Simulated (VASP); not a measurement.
# CdF2 (Fm-3m) in VASP: a series of runs

The runs below take CdF2 through single point, with PBE.

All numbers are computed with VASP 6.6.1; they aren't measurements. Logs are shortened: lines on timing, memory, paths and dates and some standing lists are left out, and cuts for length are marked.

## Step 1: The cell of the first run

The structure is cubic, space group Fm-3m (No. 225). Conventional cell: a = 6.013 Å, b = 6.013 Å, c = 6.013 Å, α = 90.00°, β = 90.00°, γ = 90.00°. Within 3.4 Å of Cd (site symmetry m-3m) lie 8 F at 2.60 Å. Within 3.4 Å of F (site symmetry -43m) lie 4 Cd at 2.60 Å and 6 F at 3.01 Å.

## Step 2: Single point, PBE, collinear spin, zero start

File INCAR:

```
SYSTEM = CdF2
ALGO = Normal
EDIFF = 1E-7
ENCUT = 520
GGA = PE
ISIF = 2
ISMEAR = 0
ISPIN = 2
LASPH = .TRUE.
LCHARG = .TRUE.
LELF = .TRUE.
LORBIT = 11
LREAL = .FALSE.
LVHAR = .TRUE.
LWAVE = .FALSE.
MAGMOM = 0 0 0
NBANDS = 24
NELM = 150
PREC = Accurate
SIGMA = 0.1
```

File KPOINTS:

```
k-points
0
G
  6 6 6
  0 0 0
```

File POSCAR:

```
CdF2
1.0
    0.0000000000      3.0065552666      3.0065552666
    3.0065552666      0.0000000000      3.0065552666
    3.0065552666      3.0065552666      0.0000000000
Cd F
1 2
Direct
    0.0000000000      0.0000000000      0.0000000000
    0.2500000000      0.2500000000      0.2500000000
    0.7500000000      0.7500000000      0.7500000000
```

Potentials or basis: VASP PAW PBE potentials, release 64 (Cd, F).

The run is started by

```
$ cat potpaw_PBE.64/Cd/POTCAR potpaw_PBE.64/F/POTCAR > POTCAR
$ mpirun -np 1 vasp_std > vasp.out
```

OUTCAR:

```text
SYSTEM = CdF2
   EDIFF = 1E-7
   ENCUT = 520
   GGA = PE
   ISIF = 2
   ISMEAR = 0
   ISPIN = 2
   LASPH = .TRUE.
   LORBIT = 11
   LREAL = .FALSE.
   NELM = 150
   PREC = Accurate

 ion  position               nearest neighbor table
   1  0.000  0.000  0.000-   2 2.60   3 2.60   3 2.60   3 2.60   3 2.60   2 2.60   2 2.60   2 2.60

   2  0.250  0.250  0.250-   1 2.60   1 2.60   1 2.60   1 2.60
   3  0.750  0.750  0.750-   1 2.60   1 2.60   1 2.60   1 2.60

  LATTYP: Found a face centered cubic cell.
 ALAT       =     6.0131105332

  Lattice vectors:

 A1 = (   0.0000000000,   3.0065552666,   3.0065552666)
 A2 = (   3.0065552666,   0.0000000000,   3.0065552666)
 A3 = (   3.0065552666,   3.0065552666,   0.0000000000)

Analysis of symmetry for initial positions (statically):
=====================================================================
 Subroutine PRICEL returns:
 Original cell was already a primitive cell.

 Routine SETGRP: Setting up the symmetry group for a
 face centered cubic supercell.

 Subroutine GETGRP returns: Found 48 space group operations
 (whereof 48 operations were pure point group operations)
 out of a pool of 48 trial point group operations.

The static configuration has the point symmetry O_h .

Analysis of symmetry for dynamics (positions and initial velocities):
=====================================================================
 Subroutine PRICEL returns:
 Original cell was already a primitive cell.

 Routine SETGRP: Setting up the symmetry group for a
 face centered cubic supercell.

 Subroutine GETGRP returns: Found 48 space group operations
 (whereof 48 operations were pure point group operations)
 out of a pool of 48 trial point group operations.

The dynamic configuration has the point symmetry O_h .

Analysis of structural, dynamic, and magnetic symmetry:
=====================================================================
 Subroutine PRICEL returns:
 Original cell was already a primitive cell.

 Routine SETGRP: Setting up the symmetry group for a
 face centered cubic supercell.

 Subroutine GETGRP returns: Found 48 space group operations
 (whereof 48 operations were pure point group operations)
 out of a pool of 48 trial point group operations.

The overall configuration has the point symmetry O_h .

 Subroutine INISYM returns: Found 48 space group operations
 (whereof 48 operations are pure point group operations),
 and found     1 'primitive' translations

----------------------------------------------------------------------------------------

                                     Primitive cell

  volume of cell :      54.3548

  direct lattice vectors                    reciprocal lattice vectors
     0.000000000  3.006555267  3.006555267    -0.166303279  0.166303279  0.166303279
     3.006555267  0.000000000  3.006555267     0.166303279 -0.166303279  0.166303279
     3.006555267  3.006555267  0.000000000     0.166303279  0.166303279 -0.166303279

  length of vectors
     4.251911234  4.251911234  4.251911234     0.288045729  0.288045729  0.288045729

  position of ions in fractional coordinates (direct lattice)
     0.000000000  0.000000000  0.000000000
     0.250000000  0.250000000  0.250000000
     0.750000000  0.750000000  0.750000000

  ion indices of the primitive-cell ions
   primitive index   ion index
                 1           1
                 2           2
                 3           3

----------------------------------------------------------------------------------------

 KPOINTS: k-points

Automatic generation of k-mesh.
 Grid dimensions read from file:
 generate k-points for:    6    6    6

 Generating k-lattice:

  Cartesian coordinates                     Fractional coordinates (reciprocal lattice)
    -0.027717213  0.027717213  0.027717213     0.166666667  0.000000000  0.000000000
     0.027717213 -0.027717213  0.027717213     0.000000000  0.166666667  0.000000000
     0.027717213  0.027717213 -0.027717213     0.000000000  0.000000000  0.166666667

  Length of vectors
     0.048007622  0.048007622  0.048007622

  Shift w.r.t. Gamma in fractional coordinates (k-lattice)
     0.000000000  0.000000000  0.000000000

 Subroutine IBZKPT returns following result:
 ===========================================

 Found     16 irreducible k-points:

 Following reciprocal coordinates:
            Coordinates               Weight
  0.000000  0.000000  0.000000      1.000000
  0.166667  0.000000  0.000000      8.000000
  0.333333  0.000000  0.000000      8.000000
  0.500000  0.000000  0.000000      4.000000
  0.166667  0.166667  0.000000      6.000000
  0.333333  0.166667  0.000000     24.000000
[... 8 lines left out ...]
 -0.333333  0.333333  0.166667     24.000000
 -0.333333  0.500000  0.166667     12.000000
   k-points           NKPTS =     16   k-points in BZ     NKDIM =     16   number of bands    NBANDS=     24
   number of dos      NEDOS =    301   number of ions     NIONS =      3
   total plane-waves  NPLWV =  32768
   dimension x,y,z NGX =    32 NGY =   32 NGZ =   32
   dimension x,y,z NGXF=    64 NGYF=   64 NGZF=   64
   ions per type =               1   2
   NGX,Y,Z   is equivalent  to a cutoff of  12.51, 12.51, 12.51 a.u.
   NGXF,Y,Z  is equivalent  to a cutoff of  25.02, 25.02, 25.02 a.u.
 SYSTEM =  CdF2
   PREC   = accura    normal or accurate (medium, high low for compatibility)
   ISTART =      0    job   : 0-new  1-cont  2-samecut
   ICHARG =      2    charge: 1-file 2-atom 10-const
   ISPIN  =      2    spin polarized calculation?
   LNONCOLLINEAR =      F non collinear calculations
   LSORBIT =      F    spin-orbit coupling
   LASPH  =      T    aspherical Exc in radial PAW
   ENCUT  =  520.0 eV  38.22 Ry    6.18 a.u.   7.91  7.91  7.91*2*pi/ulx,y,z
   NELM   =    150;   NELMIN=  2; NELMDL= -5     # of ELM steps
   EDIFF  = 0.1E-06   stopping-criterion for ELM
   LREAL  =      F    real-space projection
   EDIFFG = 0.1E-05   stopping-criterion for IOM
   NSW    =      0    number of steps for IOM
   IBRION =     -1    ionic relax: 0-MD 1-quasi-New 2-CG
   NFREE  =      0    steps in history (QN), initial steepest desc. (CG)
   ISIF   =      2    stress and relaxation
   ISYM   =      2    0-nonsym 1-usesym 2-fastsym
   POTIM  = 0.5000    time-step for ionic-motion
   TEBEG  =    0.0;   TEEND  =   0.0 temperature during run
   PSTRESS=    0.0 pullay stress
   NELECT =      26.0000    total number of electrons
   NUPDOWN=      -1.0000    fix difference up-down
   EMIN   =  10.00;   EMAX   =-10.00  energy-range for DOS
   EFERMI =   0.00;   METHOD = LEGACY
   ISMEAR =     0;   SIGMA  =   0.10  broadening in eV -4-tet -1-fermi 0-gaus
   EFERMI_NEDOS =   21; number of points for ismear=-14 and -15
   IALGO  =     38    algorithm
   IMIX   =      4    mixing-type and parameters
     AMIX     =   0.40;   BMIX     =  1.00
     AMIX_MAG =   1.60;   BMIX_MAG =  1.00
  volume/ion in A,a.u.               =      18.12       122.27
  Fermi-wavevector in a.u.,A,eV,Ry     =   1.280325  2.419463 22.303093  1.639231
  Thomas-Fermi vector in A             =   2.412759
   LORBIT       =     11    0 simple, 1 ext, 2 COOP (PROOUT), +10 PAW based schemes
   GGA     = PE    functional components
   LHFCALC =     F    Hartree Fock is set to
   AEXX    =    0.0000 exact exchange contribution
   IVDW    =     0    specifies the selected vdW correction
   LEPSILON=     F    determine dielectric tensor
   LRPA    =     F    only Hartree local field effects (RPA)
 spin polarized calculation
 Gauss-broadening in eV      SIGMA  =   0.10
  energy-cutoff  :      520.00
  volume of cell :       54.35
 maximum number of plane-waves:      1484
   NGX = 15   NGY = 15   NGZ = 15

 number of electron      26.0000021 magnetization      -0.0000000

 number of electron      26.0000021 magnetization       0.0000000

 Free energy of the ion-electron system (eV)
  ---------------------------------------------------
  ext. energy  EPLUGINS =         0.00000000
  ---------------------------------------------------
  free energy    TOTEN  =       -10.22566400 eV

  energy without entropy =      -10.22566400  energy(sigma->0) =      -10.22566400

 E-fermi :  -2.7658     XC(G=0):  -8.7454

 val. band max:       -3.2081966623   @ k =  -0.3333   0.5000   0.1667
 cond. band min:      -1.2473437042   @ k =   0.0000   0.0000   0.0000
 fundamental gap:      1.9608529581
 Fermi energy:        -2.7657585231

 spin component 1

 k-point     1 :       0.0000    0.0000    0.0000
  band No.  band energies     occupation
      1     -22.7224      1.00000
      2     -22.2669      1.00000
      3      -8.6889      1.00000
      4      -8.6889      1.00000
      5      -8.6889      1.00000
      6      -8.4024      1.00000
[... 16 lines left out ...]
     23      16.1225      0.00000
     24      17.0172      0.00000

 k-point     2 :       0.1667    0.0000    0.0000
  band No.  band energies     occupation
      1     -22.6869      1.00000
      2     -22.2961      1.00000
      3      -8.6579      1.00000
      4      -8.6579      1.00000
      5      -8.5974      1.00000
      6      -8.4057      1.00000
[... 16 lines left out ...]
     23      16.2796      0.00000
     24      16.5902      0.00000

 k-point     3 :       0.3333    0.0000    0.0000
  band No.  band energies     occupation
      1     -22.5960      1.00000
      2     -22.3751      1.00000
      3      -8.6114      1.00000
      4      -8.6114      1.00000
      5      -8.4062      1.00000
      6      -8.3927      1.00000
[... 16 lines left out ...]
     23      16.8565      0.00000
     24      18.9018      0.00000
[... 298 lines left out ...]
 k-point    15 :      -0.3333    0.3333    0.1667
  band No.  band energies     occupation
      1     -22.4803      1.00000
      2     -22.4755      1.00000
      3      -8.5118      1.00000
      4      -8.4889      1.00000
      5      -8.3995      1.00000
      6      -8.3889      1.00000
[... 16 lines left out ...]
     23      17.1961      0.00000
     24      20.3567      0.00000

 k-point    16 :      -0.3333    0.5000    0.1667
  band No.  band energies     occupation
      1     -22.5071      1.00000
      2     -22.4445      1.00000
      3      -8.5096      1.00000
      4      -8.4313      1.00000
      5      -8.4079      1.00000
      6      -8.3901      1.00000
[... 16 lines left out ...]
     23      19.1242      0.00000
     24      21.2063      0.00000
 Fermi energy:        -2.7657585231

 spin component 2

 k-point     1 :       0.0000    0.0000    0.0000
  band No.  band energies     occupation
      1     -22.7224      1.00000
      2     -22.2669      1.00000
      3      -8.6889      1.00000
      4      -8.6889      1.00000
      5      -8.6889      1.00000
      6      -8.4024      1.00000
[... 16 lines left out ...]
     23      16.1225      0.00000
     24      17.0172      0.00000

 k-point     2 :       0.1667    0.0000    0.0000
  band No.  band energies     occupation
      1     -22.6869      1.00000
      2     -22.2961      1.00000
      3      -8.6579      1.00000
      4      -8.6579      1.00000
      5      -8.5974      1.00000
      6      -8.4057      1.00000
[... 16 lines left out ...]
     23      16.2796      0.00000
     24      16.5902      0.00000

 k-point     3 :       0.3333    0.0000    0.0000
  band No.  band energies     occupation
      1     -22.5960      1.00000
      2     -22.3751      1.00000
      3      -8.6114      1.00000
      4      -8.6114      1.00000
      5      -8.4062      1.00000
      6      -8.3927      1.00000
[... 16 lines left out ...]
     23      16.8565      0.00000
     24      18.9018      0.00000
[... 298 lines left out ...]
 k-point    15 :      -0.3333    0.3333    0.1667
  band No.  band energies     occupation
      1     -22.4803      1.00000
      2     -22.4755      1.00000
      3      -8.5118      1.00000
      4      -8.4889      1.00000
      5      -8.3995      1.00000
      6      -8.3889      1.00000
[... 16 lines left out ...]
     23      17.1961      0.00000
     24      20.3567      0.00000

 k-point    16 :      -0.3333    0.5000    0.1667
  band No.  band energies     occupation
      1     -22.5071      1.00000
      2     -22.4445      1.00000
      3      -8.5096      1.00000
      4      -8.4313      1.00000
      5      -8.4079      1.00000
      6      -8.3901      1.00000
[... 16 lines left out ...]
     23      19.1242      0.00000
     24      21.2063      0.00000

------------------------ aborting loop because EDIFF is reached ----------------------------------------

  FORCE on cell =-STRESS in cart. coord.  units (eV):
  Direction    XX          YY          ZZ          XY          YZ          ZX
  --------------------------------------------------------------------------------------
  -------------------------------------------------------------------------------------
  Total       -4.5200008     -4.5200008     -4.5200008      0.0000000      0.0000000     -0.0000000
  in kB     -133.2329143   -133.2329143   -133.2329143      0.0000000      0.0000000     -0.0000000
  external PRESSURE =    -133.2329143 kB  Pullay stress =       0.0000000 kB

 VOLUME and BASIS-vectors are now :
 -----------------------------------------------------------------------------
  energy-cutoff  :      520.00
  volume of cell :       54.35
      direct lattice vectors                 reciprocal lattice vectors
     0.000000000  3.006555267  3.006555267    -0.166303279  0.166303279  0.166303279
     3.006555267  0.000000000  3.006555267     0.166303279 -0.166303279  0.166303279
     3.006555267  3.006555267  0.000000000     0.166303279  0.166303279 -0.166303279

 POSITION                                       TOTAL-FORCE (eV/Angst)
 -----------------------------------------------------------------------------------
      0.00000      0.00000      0.00000         0.000000      0.000000     -0.000000
      1.50328      1.50328      1.50328        -0.000000     -0.000000      0.000000
      4.50983      4.50983      4.50983         0.000000      0.000000      0.000000
 -----------------------------------------------------------------------------------
    total drift:                                0.000000     -0.000000      0.000000

  FREE ENERGIE OF THE ION-ELECTRON SYSTEM (eV)
  ---------------------------------------------------
  free  energy   TOTEN  =       -10.2256639970 eV

  energy  without entropy=      -10.2256639970  energy(sigma->0) =      -10.22566400

 total charge

# of ion       s       p       d       tot
------------------------------------------
    1        0.197   0.103   9.638   9.938
    2        1.737   4.275   0.000   6.012
    3        1.737   4.275   0.000   6.012
--------------------------------------------------
tot          3.671   8.653   9.638  21.963

 magnetization (x)

# of ion       s       p       d       tot
------------------------------------------
    1       -0.000  -0.000   0.000   0.000
    2        0.000  -0.000   0.000   0.000
    3        0.000  -0.000   0.000   0.000
--------------------------------------------------
tot          0.000  -0.000   0.000   0.000
```

It took 20 s on 1 thread of Intel Xeon 6975P-C (Granite Rapids), shared host; peak memory 0.2 GiB.

What came out:

```yaml
Free_energy: -10.2257 eV
Pressure: -13.3 GPa
Band_gap_on_the_k_mesh: 1.96 eV, indirect (least direct gap 2.37 eV)
Net_moment: 0.00 μB per cell
Valence_electrons_inside_the_program's_atomic_spheres: Cd 9.94; F 6.01
```

A k mesh can miss the band edges.

## Step 3: Single point, PBE, collinear spin, ferromagnetic start

This run uses another cell than the first one, of 13.03 Å³/atom, 0.719 times its volume.

File INCAR:

```
SYSTEM = CdF2
ALGO = Normal ; EDIFF = 1E-6
ENCUT = 520 ; GGA = PE
ISIF = 2 ; ISMEAR = 0
ISPIN = 2 ; LASPH = .TRUE.
LCHARG = .FALSE. ; LORBIT = 11
LREAL = .FALSE. ; LWAVE = .FALSE.
MAGMOM = 0.19 0.32 0.32 ; NBANDS = 24
NELM = 150 ; NUPDOWN = 1.0
PREC = Accurate ; SIGMA = 0.1
```

KPOINTS is that of step 2.

File POSCAR:

```
CdF2
1.0
    0.0000000000      2.6940000000      2.6940000000
    2.6940000000      0.0000000000      2.6940000000
    2.6940000000      2.6940000000      0.0000000000
Cd F
1 2
Direct
    0.0000000000      0.0000000000      0.0000000000
    0.2500000000      0.2500000000      0.2500000000
    0.7500000000      0.7500000000      0.7500000000
```

Potentials or basis: VASP PAW PBE potentials, release 64 (Cd, F).

The run is started by

```
$ cat potpaw_PBE.64/Cd/POTCAR potpaw_PBE.64/F/POTCAR > POTCAR
$ mpirun -np 1 vasp_std > vasp.out
```

It took 16 s on 1 thread of Intel Xeon 6975P-C (Granite Rapids), shared host; peak memory 0.17 GiB.

Results (log left out):

```
Free energy                                           : -7.8722 eV
Pressure                                              : 17.6 GPa
Net moment                                            : 1.00 μB per cell
Site moments                                          : Cd +0.26; F +0.27 μB
Valence electrons inside the program's atomic spheres : Cd 10.19; F 6.03
```

Caveat: the total moment is fixed, so each spin has its own Fermi level.
